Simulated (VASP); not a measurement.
# Na (Pm-3m) in VASP: further runs

Runs on Na. Level: PBEsol. Tasks: single point.

Program: VASP 6.6.1. These are calculated values, not measurements. Logs are shortened: lines on timing, memory, paths and dates and some standing lists are left out, and cuts for length are marked.

## Step 1: The cell of the first run

The structure is cubic, space group Pm-3m (No. 221). The conventional cell has a = 2.563 Å, b = 2.563 Å, c = 2.563 Å, α = 90.00°, β = 90.00°, γ = 90.00°. Within 3.4 Å of Na (site symmetry m-3m) lie 6 Na at 2.56 Å.

This isn't the form of Na at room conditions, which is bcc.

## Step 2: Single point, PBEsol (16.83 Å³/atom)

POSCAR reads:

```
Na
1.0
    2.5627924647      0.0000000000      0.0000000000
    0.0000000000      2.5627924647      0.0000000000
    0.0000000000      0.0000000000      2.5627924647
Na
1
Direct
    0.0000000000      0.0000000000      0.0000000000
```

INCAR.step1 reads:

```
PREC     = Accurate       # precision mode
ENCUT    = 520            # plane-wave cutoff, eV
EDIFF    = 1E-6           # SCF threshold, eV
ISMEAR   = -1             # smearing method
SIGMA    = 0.08           # smearing width, eV
LREAL    = F              # projectors in reciprocal space
LASPH    = T              # aspherical terms in the spheres
NELM     = 80             # most SCF steps
ALGO     = Normal         # electronic algorithm
ISIF     = 2              # what is computed and relaxed
LWAVE    = F              # write WAVECAR
LCHARG   = T              # write CHGCAR
GGA      = PS             # functional
NBANDS   = 10             # bands
```

KPOINTS.step1 reads:

```
regular mesh
0
Gamma
  12 12 12
```

INCAR.step2 reads:

```
PREC     = Accurate       # precision mode
ENCUT    = 520            # plane-wave cutoff, eV
EDIFF    = 1E-6           # SCF threshold, eV
ISMEAR   = -5             # smearing method
SIGMA    = 0.08           # smearing width, eV
LREAL    = F              # projectors in reciprocal space
LASPH    = T              # aspherical terms in the spheres
NELM     = 80             # most SCF steps
ALGO     = Normal         # electronic algorithm
ISIF     = 2              # what is computed and relaxed
LWAVE    = F              # write WAVECAR
LCHARG   = F              # write CHGCAR
GGA      = PS             # functional
LORBIT   = 10             # projections on sites
NBANDS   = 10             # bands
NEDOS    = 2001           # points of the DOS
ICHARG   = 11             # starting density
```

KPOINTS.step2 reads:

```
regular mesh
0
Gamma
  18 18 18
```

Potentials or basis: VASP PAW PBE potentials, release 64 (Na_pv).

Launch:

```
$ cat potpaw_PBE.64/Na_pv/POTCAR > POTCAR
$ cp INCAR.step1 INCAR
$ cp KPOINTS.step1 KPOINTS
$ mpirun -np 1 vasp_std > vasp.out
$ cp INCAR.step2 INCAR
$ cp KPOINTS.step2 KPOINTS
$ mpirun -np 1 vasp_std > vasp.out
```

OUTCAR:

```text
PREC = Accurate
   ENCUT = 520
   EDIFF = 1E-6
   ISMEAR = -5
   LREAL = F
   LASPH = T
   NELM = 80
   ISIF = 2
   GGA = PS
   LORBIT = 10
   ICHARG = 11

 ion  position               nearest neighbor table
   1  0.000  0.000  0.000-

  LATTYP: Found a simple cubic cell.
 ALAT       =     2.5627924647

  Lattice vectors:

 A1 = (   2.5627924647,   0.0000000000,   0.0000000000)
 A2 = (   0.0000000000,   2.5627924647,   0.0000000000)
 A3 = (   0.0000000000,   0.0000000000,   2.5627924647)

Analysis of symmetry for initial positions (statically):
=====================================================================
 Subroutine PRICEL returns:
 Original cell was already a primitive cell.

 Routine SETGRP: Setting up the symmetry group for a
 simple cubic supercell.

 Subroutine GETGRP returns: Found 48 space group operations
 (whereof 48 operations were pure point group operations)
 out of a pool of 48 trial point group operations.

The static configuration has the point symmetry O_h .

Analysis of symmetry for dynamics (positions and initial velocities):
=====================================================================
 Subroutine PRICEL returns:
 Original cell was already a primitive cell.

 Routine SETGRP: Setting up the symmetry group for a
 simple cubic supercell.

 Subroutine GETGRP returns: Found 48 space group operations
 (whereof 48 operations were pure point group operations)
 out of a pool of 48 trial point group operations.

The dynamic configuration has the point symmetry O_h .

 Subroutine INISYM returns: Found 48 space group operations
 (whereof 48 operations are pure point group operations),
 and found     1 'primitive' translations

----------------------------------------------------------------------------------------

                                     Primitive cell

  volume of cell :      16.8322

  direct lattice vectors                    reciprocal lattice vectors
     2.562792465  0.000000000  0.000000000     0.390199368  0.000000000  0.000000000
     0.000000000  2.562792465  0.000000000     0.000000000  0.390199368  0.000000000
     0.000000000  0.000000000  2.562792465     0.000000000  0.000000000  0.390199368

  length of vectors
     2.562792465  2.562792465  2.562792465     0.390199368  0.390199368  0.390199368

  position of ions in fractional coordinates (direct lattice)
     0.000000000  0.000000000  0.000000000

  ion indices of the primitive-cell ions
   primitive index   ion index
[... 84 lines left out ...]
   TEBEG  =    0.0;   TEEND  =   0.0 temperature during run
   PSTRESS=    0.0 pullay stress
   NELECT =       7.0000    total number of electrons
   NUPDOWN=      -1.0000    fix difference up-down
   EMIN   =  10.00;   EMAX   =-10.00  energy-range for DOS
   EFERMI =   0.00;   METHOD = LEGACY
   ISMEAR =    -5;   SIGMA  =   0.08  broadening in eV -4-tet -1-fermi 0-gaus
   EFERMI_NEDOS =   21; number of points for ismear=-14 and -15
   IALGO  =     38    algorithm
   IMIX   =      4    mixing-type and parameters
     AMIX     =   0.40;   BMIX     =  1.00
     AMIX_MAG =   1.60;   BMIX_MAG =  1.00
  volume/ion in A,a.u.               =      16.83       113.59
  Fermi-wavevector in a.u.,A,eV,Ry     =   1.221971  2.309190 20.316383  1.493212
  Thomas-Fermi vector in A             =   2.357134
   LORBIT       =     10    0 simple, 1 ext, 2 COOP (PROOUT), +10 PAW based schemes
   GGA     = PS    functional components
   LHFCALC =     F    Hartree Fock is set to
   AEXX    =    0.0000 exact exchange contribution
   IVDW    =     0    specifies the selected vdW correction
   LEPSILON=     F    determine dielectric tensor
   LRPA    =     F    only Hartree local field effects (RPA)
 non-spin polarized calculation
 Fermi weights with tetrahedron method with Bloechl corrections
  energy-cutoff  :      520.00
  volume of cell :       16.83
 maximum number of plane-waves:       468
 NGX is ok and might be reduce to    20

 number of electron       7.0000010 magnetization

 Free energy of the ion-electron system (eV)
  ---------------------------------------------------
  ext. energy  EPLUGINS =         0.00000000
  ---------------------------------------------------
  free energy    TOTEN  =        -0.39640449 eV

  energy without entropy =       -0.39640449  energy(sigma->0) =       -0.39640449

 E-fermi :   3.8740     XC(G=0):  -9.0580

 val. band max:        3.8922311085   @ k =   0.5000   0.1111   0.0556
 cond. band min:       3.8715459089   @ k =   0.3333   0.2778   0.2222
 fundamental gap:     -0.0206851996
 Fermi energy:         3.8740473972

 k-point     1 :       0.0000    0.0000    0.0000
  band No.  band energies     occupation
      1     -21.2672      2.00000
      2     -21.2672      2.00000
      3     -21.2672      2.00000
      4      -1.4423      2.00000
      5      16.2579      0.00000
      6      16.2579      0.00000
      7      20.8290      0.00000
      8      20.8290      0.00000
      9      20.8290      0.00000
     10      27.1066      0.00000
[... 287 lines left out ...]
 k-point    24 :       0.3333    0.1111    0.0000
  band No.  band energies     occupation
      1     -21.7026      2.00000
      2     -21.2934      2.00000
      3     -21.2225      2.00000
      4       1.4745      2.00000
      5       8.7117      0.00000
      6      16.8952      0.00000
      7      21.2426      0.00000
      8      22.2119      0.00000
      9      25.4387      0.00000
     10      27.4799      0.00000

 [... further k-points ...]

------------------------ aborting loop because EDIFF is reached ----------------------------------------

  FORCE on cell =-STRESS in cart. coord.  units (eV):
  Direction    XX          YY          ZZ          XY          YZ          ZX
  --------------------------------------------------------------------------------------
  -------------------------------------------------------------------------------------
  Total        2.6799961      2.6799961      2.6799961      0.0000000      0.0000000      0.0000000
  in kB      255.0964580    255.0964580    255.0964580      0.0000000      0.0000000      0.0000000
  external PRESSURE =     255.0964580 kB  Pullay stress =       0.0000000 kB

 VOLUME and BASIS-vectors are now :
 -----------------------------------------------------------------------------
  energy-cutoff  :      520.00
  volume of cell :       16.83
      direct lattice vectors                 reciprocal lattice vectors
     2.562792465  0.000000000  0.000000000     0.390199368  0.000000000  0.000000000
     0.000000000  2.562792465  0.000000000     0.000000000  0.390199368  0.000000000
     0.000000000  0.000000000  2.562792465     0.000000000  0.000000000  0.390199368

 POSITION                                       TOTAL-FORCE (eV/Angst)
 -----------------------------------------------------------------------------------
      0.00000      0.00000      0.00000         0.000000      0.000000      0.000000
 -----------------------------------------------------------------------------------
    total drift:                                0.000000      0.000000      0.000000

  FREE ENERGIE OF THE ION-ELECTRON SYSTEM (eV)
  ---------------------------------------------------
  free  energy   TOTEN  =        -0.3964044860 eV

  energy  without entropy=       -0.3964044860  energy(sigma->0) =       -0.39640449

 total charge

# of ion       s       p       d       tot
------------------------------------------
    1        0.179   6.024   0.000   6.203
```

OUTCAR.step1:

```text
PREC = Accurate
   ENCUT = 520
   EDIFF = 1E-6
   ISMEAR = -1
   LREAL = F
[... 528 lines left out ...]

 POSITION                                       TOTAL-FORCE (eV/Angst)
 -----------------------------------------------------------------------------------
      0.00000      0.00000      0.00000         0.000000      0.000000      0.000000
 -----------------------------------------------------------------------------------
    total drift:                                0.000000      0.000000      0.000000

  FREE ENERGIE OF THE ION-ELECTRON SYSTEM (eV)
  ---------------------------------------------------
  free  energy   TOTEN  =        -0.3979898053 eV

  energy  without entropy=       -0.3888594783  energy(sigma->0) =       -0.39342464
```

OSZICAR.step1:

```text
N       E                     dE             d eps       ncg     rms          rms(c)
DAV:   1     0.369618394621E+02    0.36962E+02   -0.39966E+03  1696   0.756E+02
DAV:   2     0.284661989001E+00   -0.36677E+02   -0.36280E+02  1806   0.191E+02
DAV:   3    -0.418884391315E+00   -0.70355E+00   -0.70298E+00  1960   0.262E+01
DAV:   4    -0.421928463985E+00   -0.30441E-02   -0.30439E-02  1886   0.166E+00
DAV:   5    -0.421946004349E+00   -0.17540E-04   -0.17540E-04  1856   0.124E-01    0.655E-01
DAV:   6    -0.407007495701E+00    0.14939E-01   -0.79319E-03  2102   0.136E+00    0.386E-01
DAV:   7    -0.398211546729E+00    0.87959E-02   -0.83913E-03  2294   0.121E+00    0.640E-02
DAV:   8    -0.397988968357E+00    0.22258E-03   -0.57489E-04  1924   0.425E-01    0.324E-03
DAV:   9    -0.397989805253E+00   -0.83690E-06   -0.34076E-06  1828   0.206E-02
   1 F= -.39798981E+00 E0= -.39342464E+00  d E =-.913033E-02
```

Wall time 14 s (1 thread of Intel Xeon Platinum 8559C (Emerald Rapids), shared host); peak memory 0.14 GiB.

Results:

```yaml
Valence_electrons_inside_the_program's_atomic_spheres: Na 6.20
```

Levels at points of the mesh, in eV from the Fermi level:
```csv
k point,band 1,band 2,band 3,band 4,band 5,band 6,band 7
"(0.00, 0.00, 0.00)",-25.14,-25.14,-25.14,-5.32,12.38,12.38,16.95
"(0.50, 0.00, 0.00)",-25.73,-25.09,-25.09,-0.25,1.25,16.39,18.79
"(0.50, 0.50, 0.00)",-25.62,-25.62,-25.04,3.41,5.53,5.53,8.85
"(0.50, 0.50, 0.50)",-25.52,-25.52,-25.52,8.15,8.15,8.15,10.26
```

Caveat: the PAW data sets were made with another functional, which shifts forces and pressure a little.

(Continued in part 2 of 2.)
